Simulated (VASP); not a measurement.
# Sr (Cmcm) in VASP: a series of runs

Runs on Sr. Level: LDA. Tasks: single point.

Everything below comes from runs of VASP 6.6.1. Logs are shortened: lines on timing, memory, paths and dates and some standing lists are left out, and cuts for length are marked.

## Step 1: The cell of the first run

Symmetry: Cmcm, No. 63, orthorhombic system. The conventional cell has a = 4.390 Å, b = 7.106 Å, c = 6.715 Å, α = 90.00°, β = 90.00°, γ = 90.00°. Sr (site symmetry m2m) has 12 Sr at 4.11 to 4.39 Å within 5.4 Å.

## Step 2: Single point, LDA

File INCAR:

```
  ALGO = Fast
  EDIFF = 1E-6
  ENCUT = 520
  GGA = CA
  ISIF = 2
  ISMEAR = 0
  LASPH = T
  LCHARG = F
  LREAL = F
  LWAVE = F
  NBANDS = 17
  NELM = 60
  PREC = Accurate
  SIGMA = 0.15
```

File KPOINTS:

```
k-points
0
Gamma
  12 12 8
```

File POSCAR:

```
Sr
1.0
    4.3896263337      0.0000000000      0.0000000000
   -2.1948131669      3.5528298300      0.0000000000
    0.0000000000      0.0000000000      6.7154259278
Sr
2
Direct
    0.3333333333      0.6666666667      0.2500000000
    0.6666666667      0.3333333333      0.7500000000
```

Potentials or basis: VASP PAW LDA potentials, release 64 (Sr_sv).

Command:

```
cat potpaw_LDA.64/Sr_sv/POTCAR > POTCAR
mpirun -np 1 vasp_std > vasp.out
```

OUTCAR:

```text
EDIFF = 1E-6
   ENCUT = 520
   GGA = CA
   ISIF = 2
   ISMEAR = 0
   LASPH = T
   LREAL = F
   NELM = 60
   PREC = Accurate

 ion  position               nearest neighbor table
   1  0.333  0.667  0.250-   2 4.11   2 4.11   2 4.18   2 4.18   2 4.18   2 4.18
   2  0.667  0.333  0.750-   1 4.11   1 4.11   1 4.18   1 4.18   1 4.18   1 4.18

  Warning from LATTYP: Monoclinic adjustment (A1->A3, A2->A1, A3->A2)!
  LATTYP: Found a base centered orthorhombic cell.
 ALAT       =     4.3896263337
 B/A-ratio  =     1.6187390725
 C/A-ratio  =     1.5298399949

  Lattice vectors:

 A1 = (   2.1948131669,  -3.5528298300,   0.0000000000)
 A2 = (   2.1948131668,   3.5528298300,   0.0000000000)
 A3 = (   0.0000000000,   0.0000000000,   6.7154259278)

Analysis of symmetry for initial positions (statically):
=====================================================================
 Subroutine PRICEL returns:
 Original cell was already a primitive cell.

 Routine SETGRP: Setting up the symmetry group for a
 base centered orthorhombic supercell.

 Subroutine GETGRP returns: Found  8 space group operations
 (whereof  4 operations were pure point group operations)
 out of a pool of  8 trial point group operations.

The static configuration has the point symmetry C_2h.
 The point group associated with its full space group is D_2h.

Analysis of symmetry for dynamics (positions and initial velocities):
=====================================================================
 Subroutine PRICEL returns:
 Original cell was already a primitive cell.

 Routine SETGRP: Setting up the symmetry group for a
 base centered orthorhombic supercell.

 Subroutine GETGRP returns: Found  8 space group operations
 (whereof  4 operations were pure point group operations)
 out of a pool of  8 trial point group operations.

The dynamic configuration has the point symmetry C_2h.
 The point group associated with its full space group is D_2h.

 Subroutine INISYM returns: Found  8 space group operations
 (whereof  4 operations are pure point group operations),
 and found     1 'primitive' translations

----------------------------------------------------------------------------------------

                                     Primitive cell

  volume of cell :     104.7311

  direct lattice vectors                    reciprocal lattice vectors
     4.389626334  0.000000000  0.000000000     0.227809823  0.140732887  0.000000000
    -2.194813167  3.552829830  0.000000000     0.000000000  0.281465775  0.000000000
     0.000000000  0.000000000  6.715425928     0.000000000  0.000000000  0.148910882

  length of vectors
     4.389626334  4.176099213  6.715425928     0.267774273  0.281465775  0.148910882

  position of ions in fractional coordinates (direct lattice)
     0.333333333  0.666666667  0.250000000
     0.666666667  0.333333333  0.750000000

  ion indices of the primitive-cell ions
   primitive index   ion index
                 1           1
                 2           2

----------------------------------------------------------------------------------------

 KPOINTS: k-points

Automatic generation of k-mesh.
 Grid dimensions read from file:
 generate k-points for:   12   12    8

 Generating k-lattice:

  Cartesian coordinates                     Fractional coordinates (reciprocal lattice)
     0.018984152  0.011727741  0.000000000     0.083333333  0.000000000  0.000000000
     0.000000000  0.023455481  0.000000000     0.000000000  0.083333333  0.000000000
     0.000000000  0.000000000  0.018613860     0.000000000  0.000000000  0.125000000

  Length of vectors
     0.022314523  0.023455481  0.018613860

  Shift w.r.t. Gamma in fractional coordinates (k-lattice)
     0.000000000  0.000000000  0.000000000

 Subroutine IBZKPT returns following result:
 ===========================================

 Found    215 irreducible k-points:

 Following reciprocal coordinates:
            Coordinates               Weight
  0.000000  0.000000  0.000000      1.000000
  0.083333 -0.000000  0.000000      4.000000
  0.166667 -0.000000  0.000000      4.000000
  0.250000  0.000000  0.000000      4.000000
  0.333333 -0.000000  0.000000      4.000000
  0.416667 -0.000000  0.000000      4.000000
[... 16 lines left out ...]
  0.333333  0.166667  0.000000      4.000000
  0.416667  0.166667  0.000000      4.000000
 [... further k-points ...]
   k-points           NKPTS =    215   k-points in BZ     NKDIM =    215   number of bands    NBANDS=     17
   number of dos      NEDOS =    301   number of ions     NIONS =      2
   total plane-waves  NPLWV =  57600
   dimension x,y,z NGX =    36 NGY =   32 NGZ =   50
   dimension x,y,z NGXF=    72 NGYF=   64 NGZF=  100
   ions per type =               2
   NGX,Y,Z   is equivalent  to a cutoff of  13.63, 12.74, 12.38 a.u.
   NGXF,Y,Z  is equivalent  to a cutoff of  27.27, 25.48, 24.76 a.u.
 SYSTEM =  unknown system
   PREC   = accura    normal or accurate (medium, high low for compatibility)
   ISTART =      0    job   : 0-new  1-cont  2-samecut
   ICHARG =      2    charge: 1-file 2-atom 10-const
   ISPIN  =      1    spin polarized calculation?
   LNONCOLLINEAR =      F non collinear calculations
   LSORBIT =      F    spin-orbit coupling
   LASPH  =      T    aspherical Exc in radial PAW
   ENCUT  =  520.0 eV  38.22 Ry    6.18 a.u.   8.16  7.76 12.49*2*pi/ulx,y,z
   NELM   =     60;   NELMIN=  2; NELMDL= -5     # of ELM steps
   EDIFF  = 0.1E-05   stopping-criterion for ELM
   LREAL  =      F    real-space projection
[... 7 lines left out ...]
   TEBEG  =    0.0;   TEEND  =   0.0 temperature during run
   PSTRESS=    0.0 pullay stress
   NELECT =      20.0000    total number of electrons
   NUPDOWN=      -1.0000    fix difference up-down
   EMIN   =  10.00;   EMAX   =-10.00  energy-range for DOS
   EFERMI =   0.00;   METHOD = LEGACY
   ISMEAR =     0;   SIGMA  =   0.15  broadening in eV -4-tet -1-fermi 0-gaus
   EFERMI_NEDOS =   21; number of points for ismear=-14 and -15
   IALGO  =     68    algorithm
   IMIX   =      4    mixing-type and parameters
     AMIX     =   0.40;   BMIX     =  1.00
     AMIX_MAG =   1.60;   BMIX_MAG =  1.00
  volume/ion in A,a.u.               =      52.37       353.38
  Fermi-wavevector in a.u.,A,eV,Ry     =   0.942742  1.781525 12.092355  0.888763
  Thomas-Fermi vector in A             =   2.070382
   LORBIT       =      0    0 simple, 1 ext, 2 COOP (PROOUT), +10 PAW based schemes
   GGA     = CA    functional components
   LHFCALC =     F    Hartree Fock is set to
   AEXX    =    0.0000 exact exchange contribution
   IVDW    =     0    specifies the selected vdW correction
   LEPSILON=     F    determine dielectric tensor
   LRPA    =     F    only Hartree local field effects (RPA)
 non-spin polarized calculation
 RMM-DIIS sequential band-by-band and
 Gauss-broadening in eV      SIGMA  =   0.15
  energy-cutoff  :      520.00
  volume of cell :      104.73
 maximum number of plane-waves:      2842
 NGX is ok and might be reduce to    36
   NGX = 17   NGY = 15   NGZ = 25

 number of electron      20.0000000 magnetization

 Free energy of the ion-electron system (eV)
  ---------------------------------------------------
  ext. energy  EPLUGINS =         0.00000000
  ---------------------------------------------------
  free energy    TOTEN  =        -3.75779666 eV

  energy without entropy =       -3.72959683  energy(sigma->0) =       -3.74369674

 E-fermi :   1.6024     XC(G=0):  -7.7104

 val. band max:        1.5861812894   @ k =   0.2500   0.3333   0.1250
 cond. band min:       1.6105319604   @ k =   0.3333   0.0833   0.0000
 fundamental gap:      0.0243506710
 Fermi energy:         1.6023925272

 k-point     1 :       0.0000    0.0000    0.0000
  band No.  band energies     occupation
      1     -34.7730      2.00000
      2     -34.7520      2.00000
      3     -17.0005      2.00000
      4     -16.7886      2.00000
      5     -16.7838      2.00000
      6     -16.7507      2.00000
[... 9 lines left out ...]
     16       4.5845      0.00000
     17       4.6126      0.00000

 k-point     2 :       0.0833   -0.0000    0.0000
  band No.  band energies     occupation
      1     -34.7720      2.00000
      2     -34.7517      2.00000
      3     -16.9953      2.00000
      4     -16.7980      2.00000
      5     -16.7882      2.00000
      6     -16.7604      2.00000
[... 9 lines left out ...]
     16       4.4300      0.00000
     17       4.6110      0.00000

 k-point     3 :       0.1667   -0.0000    0.0000
  band No.  band energies     occupation
      1     -34.7693      2.00000
      2     -34.7507      2.00000
      3     -16.9806      2.00000
      4     -16.8273      2.00000
      5     -16.7976      2.00000
      6     -16.7892      2.00000
[... 9 lines left out ...]
     16       4.3805      0.00000
     17       4.5289      0.00000

 k-point     4 :       0.2500    0.0000    0.0000
  band No.  band energies     occupation
      1     -34.7655      2.00000
      2     -34.7497      2.00000
      3     -16.9585      2.00000
      4     -16.8676      2.00000
      5     -16.8332      2.00000
      6     -16.8047      2.00000
[... 9 lines left out ...]
     16       4.7313      0.00000
     17       4.9252      0.00000
[... 343 lines left out ...]
      1     -34.7584      2.00000
      2     -34.7479      2.00000
      3     -16.9160      2.00000
      4     -16.9130      2.00000
      5     -16.9026      2.00000
      6     -16.8230      2.00000
[... 9 lines left out ...]
     16       5.1226      0.00000
     17       5.2724      0.00000

 k-point    23 :       0.3333    0.1667    0.0000
  band No.  band energies     occupation
      1     -34.7556      2.00000
      2     -34.7482      2.00000
      3     -16.9344      2.00000
      4     -16.9102      2.00000
      5     -16.8939      2.00000
      6     -16.8374      2.00000
[... 9 lines left out ...]
     16       5.2718      0.00000
     17       5.6703      0.00000

 k-point    24 :       0.4167    0.1667    0.0000
  band No.  band energies     occupation
      1     -34.7548      2.00000
      2     -34.7486      2.00000
      3     -16.9369      2.00000
      4     -16.9020      2.00000
      5     -16.8859      2.00000
      6     -16.8488      2.00000
[... 9 lines left out ...]
     16       5.5341      0.00000
     17       5.8347      0.00000

 [... further k-points ...]
[... 5 lines left out ...]
  --------------------------------------------------------------------------------------
  -------------------------------------------------------------------------------------
  Total       -1.0198307     -0.3363316     -0.2086205      0.0000000      0.0000000      0.0000000
  in kB      -15.6013849     -5.1452056     -3.1914792      0.0000000      0.0000000      0.0000000
  external PRESSURE =      -7.9793566 kB  Pullay stress =       0.0000000 kB

 VOLUME and BASIS-vectors are now :
 -----------------------------------------------------------------------------
  energy-cutoff  :      520.00
  volume of cell :      104.73
      direct lattice vectors                 reciprocal lattice vectors
     4.389626334  0.000000000  0.000000000     0.227809823  0.140732887  0.000000000
    -2.194813167  3.552829830  0.000000000     0.000000000  0.281465775  0.000000000
     0.000000000  0.000000000  6.715425928     0.000000000  0.000000000  0.148910882

 POSITION                                       TOTAL-FORCE (eV/Angst)
 -----------------------------------------------------------------------------------
     -0.00000      2.36855      1.67886         0.000000     -0.068912      0.000000
      2.19481      1.18428      5.03657        -0.000000      0.068912      0.000000
 -----------------------------------------------------------------------------------
    total drift:                                0.000000     -0.000000      0.000000

  FREE ENERGIE OF THE ION-ELECTRON SYSTEM (eV)
  ---------------------------------------------------
  free  energy   TOTEN  =        -3.7577966622 eV

  energy  without entropy=       -3.7295968270  energy(sigma->0) =       -3.74369674
```

Run time: 2.8 min. Hardware: 1 thread of AMD EPYC 9R45 (Zen 5), shared host; peak memory 0.4 GiB.

Results:

```
Free energy            : -3.7578 eV
Pressure               : -0.8 GPa
Largest force          : 0.069 eV/Å
Band gap on the k mesh : zero (bands 10 and 11 overlap by 0.21 eV)
```

Forces in eV/Å, atoms in the order of the input:
```
Sr   0.000 -0.069  0.000
Sr   0.000  0.069  0.000
```

(Continued in part 2 of 2.)

The gap in the log of VASP goes by the Fermi energy; the results here count the filled bands.